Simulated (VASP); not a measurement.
# Ru2S (Fm-3m) in VASP: a series of runs

Ru2S is run at these levels: PBE; tasks: single point, relaxation of cell and atoms.

Program: VASP 6.6.1. These are calculated values, not measurements. Logs are shortened: lines on timing, memory, paths and dates and some standing lists are left out, and cuts for length are marked.

**1. The cell of the first run**

Symmetry: Fm-3m, No. 225, cubic system. The conventional cell has a = 5.526 Å, b = 5.526 Å, c = 5.526 Å, α = 90.00°, β = 90.00°, γ = 90.00°. Ru (site symmetry -43m) has 4 S at 2.39 Å and 6 Ru at 2.76 Å within 3.2 Å. S (site symmetry m-3m) has 8 Ru at 2.39 Å within 3.2 Å.

**2. Single point, PBE**

Input file INCAR:

```
  PREC = Accurate
  ENCUT = 520
  EDIFF = 1E-7
  ISMEAR = 0
  SIGMA = 0.1
  LREAL = F
  LASPH = T
  NELM = 100
  ALGO = Normal
  ISIF = 2
  LWAVE = F
  LCHARG = T
  GGA = PE
  LELF = T
  LVHAR = T
  NBANDS = 24
```

Input file KPOINTS:

```
regular mesh
0
Gamma
  14 14 14
```

Input file POSCAR:

```
Ru2S
1.0
    0.0000000000      2.7629755309      2.7629755309
    2.7629755309      0.0000000000      2.7629755309
    2.7629755309      2.7629755309      0.0000000000
Ru S
2 1
Direct
    0.2500000000      0.2500000000      0.2500000000
    0.7500000000      0.7500000000      0.7500000000
    0.0000000000      0.0000000000      0.0000000000
```

Potentials or basis: VASP PAW PBE potentials, release 64 (Ru_pv, S).

Run with:

```sh
cat potpaw_PBE.64/Ru_pv/POTCAR potpaw_PBE.64/S/POTCAR > POTCAR
mpirun -np 1 vasp_std > vasp.out
```

OUTCAR:

```text
PREC = Accurate
   ENCUT = 520
   EDIFF = 1E-7
   ISMEAR = 0
   LREAL = F
   LASPH = T
   NELM = 100
   ISIF = 2
   GGA = PE

 ion  position               nearest neighbor table
   1  0.250  0.250  0.250-   3 2.39   3 2.39   3 2.39   3 2.39   2 2.76   2 2.76   2 2.76   2 2.76
                             2 2.76   2 2.76
   2  0.750  0.750  0.750-   3 2.39   3 2.39   3 2.39   3 2.39   1 2.76   1 2.76   1 2.76   1 2.76
                             1 2.76   1 2.76
   3  0.000  0.000  0.000-   2 2.39   2 2.39   2 2.39   1 2.39   2 2.39   1 2.39   1 2.39   1 2.39

  LATTYP: Found a face centered cubic cell.
 ALAT       =     5.5259510618

  Lattice vectors:

 A1 = (   0.0000000000,   2.7629755309,   2.7629755309)
 A2 = (   2.7629755309,   0.0000000000,   2.7629755309)
 A3 = (   2.7629755309,   2.7629755309,   0.0000000000)

Analysis of symmetry for initial positions (statically):
=====================================================================
 Subroutine PRICEL returns:
 Original cell was already a primitive cell.

 Routine SETGRP: Setting up the symmetry group for a
 face centered cubic supercell.

 Subroutine GETGRP returns: Found 48 space group operations
 (whereof 48 operations were pure point group operations)
 out of a pool of 48 trial point group operations.

The static configuration has the point symmetry O_h .

Analysis of symmetry for dynamics (positions and initial velocities):
=====================================================================
 Subroutine PRICEL returns:
 Original cell was already a primitive cell.

 Routine SETGRP: Setting up the symmetry group for a
 face centered cubic supercell.

 Subroutine GETGRP returns: Found 48 space group operations
 (whereof 48 operations were pure point group operations)
 out of a pool of 48 trial point group operations.

The dynamic configuration has the point symmetry O_h .

 Subroutine INISYM returns: Found 48 space group operations
 (whereof 48 operations are pure point group operations),
 and found     1 'primitive' translations

----------------------------------------------------------------------------------------

                                     Primitive cell

  volume of cell :      42.1853

  direct lattice vectors                    reciprocal lattice vectors
     0.000000000  2.762975531  2.762975531    -0.180964324  0.180964324  0.180964324
     2.762975531  0.000000000  2.762975531     0.180964324 -0.180964324  0.180964324
     2.762975531  2.762975531  0.000000000     0.180964324  0.180964324 -0.180964324

  length of vectors
     3.907437468  3.907437468  3.907437468     0.313439404  0.313439404  0.313439404

  position of ions in fractional coordinates (direct lattice)
     0.250000000  0.250000000  0.250000000
     0.750000000  0.750000000  0.750000000
     0.000000000  0.000000000  0.000000000

  ion indices of the primitive-cell ions
   primitive index   ion index
                 1           1
                 2           2
                 3           3

----------------------------------------------------------------------------------------

 KPOINTS: regular mesh

Automatic generation of k-mesh.
 Grid dimensions read from file:
 generate k-points for:   14   14   14

 Generating k-lattice:

  Cartesian coordinates                     Fractional coordinates (reciprocal lattice)
    -0.012926023  0.012926023  0.012926023     0.071428571  0.000000000  0.000000000
     0.012926023 -0.012926023  0.012926023     0.000000000  0.071428571  0.000000000
     0.012926023  0.012926023 -0.012926023     0.000000000  0.000000000  0.071428571

  Length of vectors
     0.022388529  0.022388529  0.022388529

  Shift w.r.t. Gamma in fractional coordinates (k-lattice)
     0.000000000  0.000000000  0.000000000

 Subroutine IBZKPT returns following result:
 ===========================================

 Found    104 irreducible k-points:

 Following reciprocal coordinates:
            Coordinates               Weight
  0.000000  0.000000  0.000000      1.000000
  0.071429  0.000000  0.000000      8.000000
  0.142857  0.000000  0.000000      8.000000
  0.214286  0.000000  0.000000      8.000000
  0.285714  0.000000  0.000000      8.000000
  0.357143  0.000000  0.000000      8.000000
[... 16 lines left out ...]
  0.214286  0.142857  0.000000     24.000000
  0.285714  0.142857  0.000000     24.000000
 [... further k-points ...]
   k-points           NKPTS =    104   k-points in BZ     NKDIM =    104   number of bands    NBANDS=     24
   number of dos      NEDOS =    301   number of ions     NIONS =      3
   total plane-waves  NPLWV =  27000
   dimension x,y,z NGX =    30 NGY =   30 NGZ =   30
   dimension x,y,z NGXF=    60 NGYF=   60 NGZF=   60
   ions per type =               2   1
   NGX,Y,Z   is equivalent  to a cutoff of  12.76, 12.76, 12.76 a.u.
   NGXF,Y,Z  is equivalent  to a cutoff of  25.53, 25.53, 25.53 a.u.
 SYSTEM =  unknown system
   PREC   = accura    normal or accurate (medium, high low for compatibility)
   ISTART =      0    job   : 0-new  1-cont  2-samecut
   ICHARG =      2    charge: 1-file 2-atom 10-const
   ISPIN  =      1    spin polarized calculation?
   LNONCOLLINEAR =      F non collinear calculations
   LSORBIT =      F    spin-orbit coupling
   LASPH  =      T    aspherical Exc in radial PAW
   ENCUT  =  520.0 eV  38.22 Ry    6.18 a.u.   7.27  7.27  7.27*2*pi/ulx,y,z
   NELM   =    100;   NELMIN=  2; NELMDL= -5     # of ELM steps
   EDIFF  = 0.1E-06   stopping-criterion for ELM
   LREAL  =      F    real-space projection
   EDIFFG = 0.1E-05   stopping-criterion for IOM
   NSW    =      0    number of steps for IOM
   IBRION =     -1    ionic relax: 0-MD 1-quasi-New 2-CG
   NFREE  =      0    steps in history (QN), initial steepest desc. (CG)
   ISIF   =      2    stress and relaxation
   ISYM   =      2    0-nonsym 1-usesym 2-fastsym
   POTIM  = 0.5000    time-step for ionic-motion
   TEBEG  =    0.0;   TEEND  =   0.0 temperature during run
   PSTRESS=    0.0 pullay stress
   NELECT =      34.0000    total number of electrons
   NUPDOWN=      -1.0000    fix difference up-down
   EMIN   =  10.00;   EMAX   =-10.00  energy-range for DOS
   EFERMI =   0.00;   METHOD = LEGACY
   ISMEAR =     0;   SIGMA  =   0.10  broadening in eV -4-tet -1-fermi 0-gaus
   EFERMI_NEDOS =   21; number of points for ismear=-14 and -15
   IALGO  =     38    algorithm
   IMIX   =      4    mixing-type and parameters
     AMIX     =   0.40;   BMIX     =  1.00
     AMIX_MAG =   1.60;   BMIX_MAG =  1.00
  volume/ion in A,a.u.               =      14.06        94.89
  Fermi-wavevector in a.u.,A,eV,Ry     =   1.523517  2.879031 31.580556  2.321105
  Thomas-Fermi vector in A             =   2.631950
   LORBIT       =      0    0 simple, 1 ext, 2 COOP (PROOUT), +10 PAW based schemes
   GGA     = PE    functional components
   LHFCALC =     F    Hartree Fock is set to
   AEXX    =    0.0000 exact exchange contribution
   IVDW    =     0    specifies the selected vdW correction
   LEPSILON=     F    determine dielectric tensor
   LRPA    =     F    only Hartree local field effects (RPA)
 non-spin polarized calculation
 Gauss-broadening in eV      SIGMA  =   0.10
  energy-cutoff  :      520.00
  volume of cell :       42.19
 maximum number of plane-waves:      1158
 NGX is ok and might be reduce to    30
   NGX = 15   NGY = 15   NGZ = 15

 number of electron      33.9999987 magnetization

 Free energy of the ion-electron system (eV)
  ---------------------------------------------------
  ext. energy  EPLUGINS =         0.00000000
  ---------------------------------------------------
  free energy    TOTEN  =       -22.25979282 eV

  energy without entropy =      -22.24679742  energy(sigma->0) =      -22.25329512

 E-fermi :  11.5619     XC(G=0): -12.9409

 val. band max:       11.5544538197   @ k =   0.4286   0.2143   0.0000
 cond. band min:      11.5643198800   @ k =  -0.0714   0.0714   0.0000
 fundamental gap:      0.0098660603
 Fermi energy:        11.5618779727

 k-point     1 :       0.0000    0.0000    0.0000
  band No.  band energies     occupation
      1     -31.1782      2.00000
      2     -31.1782      2.00000
      3     -31.1782      2.00000
      4     -30.8353      2.00000
      5     -30.8353      2.00000
      6     -30.8353      2.00000
[... 16 lines left out ...]
     23      17.4277      0.00000
     24      17.4277      0.00000

 k-point     2 :       0.0714    0.0000    0.0000
  band No.  band energies     occupation
      1     -31.1750      2.00000
      2     -31.1742      2.00000
      3     -31.1742      2.00000
      4     -30.8411      2.00000
      5     -30.8399      2.00000
      6     -30.8399      2.00000
[... 16 lines left out ...]
     23      17.6791      0.00000
     24      17.6791      0.00000

 k-point     3 :       0.1429    0.0000    0.0000
  band No.  band energies     occupation
      1     -31.1655      2.00000
      2     -31.1624      2.00000
      3     -31.1624      2.00000
      4     -30.8577      2.00000
      5     -30.8535      2.00000
      6     -30.8535      2.00000
[... 16 lines left out ...]
     23      18.2691      0.00000
     24      18.2691      0.00000

 k-point     4 :       0.2143    0.0000    0.0000
  band No.  band energies     occupation
      1     -31.1497      2.00000
      2     -31.1433      2.00000
      3     -31.1433      2.00000
      4     -30.8836      2.00000
      5     -30.8752      2.00000
      6     -30.8752      2.00000
[... 16 lines left out ...]
     23      18.9251      0.00000
     24      18.9251      0.00000

 k-point     5 :       0.2857    0.0000    0.0000
  band No.  band energies     occupation
      1     -31.1279      2.00000
      2     -31.1175      2.00000
      3     -31.1175      2.00000
      4     -30.9165      2.00000
      5     -30.9037      2.00000
      6     -30.9037      2.00000
[... 16 lines left out ...]
     23      19.4316      0.00000
     24      19.4316      0.00000

 k-point     6 :       0.3571    0.0000    0.0000
  band No.  band energies     occupation
      1     -31.1008      2.00000
      2     -31.0863      2.00000
      3     -31.0863      2.00000
      4     -30.9537      2.00000
      5     -30.9374      2.00000
      6     -30.9374      2.00000
[... 16 lines left out ...]
     23      19.6915      0.00000
     24      19.6915      0.00000
[... 379 lines left out ...]
 k-point    21 :      -0.0714    0.0714    0.0000
  band No.  band energies     occupation
      1     -31.1841      2.00000
      2     -31.1615      2.00000
      3     -31.1595      2.00000
      4     -30.8585      2.00000
      5     -30.8556      2.00000
      6     -30.8311      2.00000
[... 16 lines left out ...]
     23      17.4529      0.00000
     24      18.3024      0.00000

 k-point    22 :       0.1429    0.1429    0.0000
  band No.  band energies     occupation
      1     -31.1893      2.00000
      2     -31.1893      2.00000
      3     -31.0997      2.00000
      4     -30.9259      2.00000
      5     -30.8273      2.00000
      6     -30.8273      2.00000
[... 16 lines left out ...]
     23      17.8019      0.00000
     24      18.2233      0.00000

 k-point    23 :       0.2143    0.1429    0.0000
  band No.  band energies     occupation
      1     -31.1907      2.00000
      2     -31.1901      2.00000
      3     -31.0612      2.00000
      4     -30.9698      2.00000
      5     -30.8290      2.00000
      6     -30.8284      2.00000
[... 16 lines left out ...]
     23      18.2378      0.00000
     24      18.8615      0.00000

 k-point    24 :       0.2857    0.1429    0.0000
  band No.  band energies     occupation
      1     -31.1845      2.00000
      2     -31.1822      2.00000
      3     -31.0203      2.00000
      4     -31.0160      2.00000
      5     -30.8412      2.00000
      6     -30.8387      2.00000
[... 16 lines left out ...]
     23      18.8159      0.00000
     24      19.5367      0.00000

 [... further k-points ...]
[... 5 lines left out ...]
  --------------------------------------------------------------------------------------
  -------------------------------------------------------------------------------------
  Total       -0.0076405     -0.0076405     -0.0076405     -0.0000000      0.0000000      0.0000000
  in kB       -0.2901825     -0.2901825     -0.2901825     -0.0000000      0.0000000      0.0000000
  external PRESSURE =      -0.2901825 kB  Pullay stress =       0.0000000 kB

 VOLUME and BASIS-vectors are now :
 -----------------------------------------------------------------------------
  energy-cutoff  :      520.00
  volume of cell :       42.19
      direct lattice vectors                 reciprocal lattice vectors
     0.000000000  2.762975531  2.762975531    -0.180964324  0.180964324  0.180964324
     2.762975531  0.000000000  2.762975531     0.180964324 -0.180964324  0.180964324
     2.762975531  2.762975531  0.000000000     0.180964324  0.180964324 -0.180964324

 POSITION                                       TOTAL-FORCE (eV/Angst)
 -----------------------------------------------------------------------------------
      1.38149      1.38149      1.38149         0.000000      0.000000      0.000000
      4.14446      4.14446      4.14446        -0.000000     -0.000000     -0.000000
      0.00000      0.00000      0.00000        -0.000000      0.000000     -0.000000
 -----------------------------------------------------------------------------------
    total drift:                               -0.000000      0.000000      0.000000

  FREE ENERGIE OF THE ION-ELECTRON SYSTEM (eV)
  ---------------------------------------------------
  free  energy   TOTEN  =       -22.2597928221 eV

  energy  without entropy=      -22.2467974166  energy(sigma->0) =      -22.25329512
```

Wall time 42 s (1 thread of Intel Xeon 6975P-C (Granite Rapids), shared host); peak memory 0.23 GiB.

What came out:

* Free energy: -22.2598 eV
* Pressure: 0.0 GPa
* Band gap on the k mesh: zero (band 17 reaches 13.53 eV, above the bottom of band 18 at 10.46 eV)

Levels at points of the mesh, in eV from the Fermi level:
| k point | band 15 | band 16 | band 17 | band 18 | band 19 | band 20 |
| --- | --- | --- | --- | --- | --- | --- |
| (0.00, 0.00, 0.00) | 0.07 | 0.07 | 1.96 | 1.96 | 2.79 | 2.79 |
| (0.50, 0.00, 0.00) | -1.95 | -1.71 | -1.71 | -1.10 | 3.16 | 3.16 |
| (0.50, 0.50, 0.00) | -1.64 | -0.42 | -0.42 | 0.51 | 1.44 | 1.84 |

**3. Relaxation of cell and atoms, PBE**

Input file INCAR:

```
SYSTEM = Ru2S
ALGO = Normal ; EDIFF = 1E-7
EDIFFG = -0.01 ; ENCUT = 600
GGA = PE ; IBRION = 2
ISIF = 3 ; ISMEAR = 0
LASPH = .True. ; LCHARG = .False.
LREAL = .False. ; LWAVE = .False.
NELM = 100 ; NSW = 100
PREC = Accurate ; SIGMA = 0.1
```

Input file KPOINTS:

```
k-points
0
Gamma
  14 14 14
  0 0 0
```

Input file POSCAR:

```
Ru2S
1.0
    0.0000000000      2.7618481531      2.7618481531
    2.7618481531      0.0000000000      2.7618481531
    2.7618481531      2.7618481531      0.0000000000
Ru S
2 1
Direct
    0.2500000000      0.2500000000      0.2500000000
    0.7500000000      0.7500000000      0.7500000000
    0.0000000000      0.0000000000      0.0000000000
```

Potentials or basis: VASP PAW PBE potentials, release 64 (Ru_pv, S).

Run with:

```sh
cat potpaw_PBE.64/Ru_pv/POTCAR potpaw_PBE.64/S/POTCAR > POTCAR
mpirun -np 1 vasp_std > vasp.out
```

It took 67 s on 1 thread of Intel Xeon 6975P-C (Granite Rapids), shared host; peak memory 0.25 GiB.

Results (log left out):

| Item | Value |
| --- | --- |
| Free energy | -22.2610 eV |
| Relaxed volume | 14.06 Å³/atom |
| Relaxed cell | a = 3.907 Å, b = 3.907 Å, c = 3.907 Å, α = 60.00°, β = 60.00°, γ = 60.00° |
| Space group after relaxing (to 0.05 Å) | Fm-3m (No. 225) |
| Energy gained by relaxing | 0.0 meV/atom |
| Ionic steps | 3 |
| Pressure after relaxing | 0.0 GPa |
| Band gap on the k mesh | zero (band 17 reaches 13.53 eV, above the bottom of band 18 at 10.46 eV) |

Final structure:
```
Ru S
1.0
     0.00000    2.76277    2.76277
     2.76277    0.00000    2.76277
     2.76277    2.76277    0.00000
Ru S
2 1
Cartesian
  1.3814 1.3814 1.3814
  4.1442 4.1442 4.1442
  0.0000 0.0000 0.0000
```

Levels at points of the mesh, in eV from the Fermi level:
```csv
k point,band 15,band 16,band 17,band 18,band 19,band 20
"(0.00, 0.00, 0.00)",0.07,0.07,1.96,1.96,2.79,2.79
"(0.50, 0.00, 0.00)",-1.95,-1.71,-1.71,-1.10,3.16,3.16
"(0.50, 0.50, 0.00)",-1.64,-0.42,-0.42,0.51,1.44,1.84
```

(Part 1 of 2 ends here.)
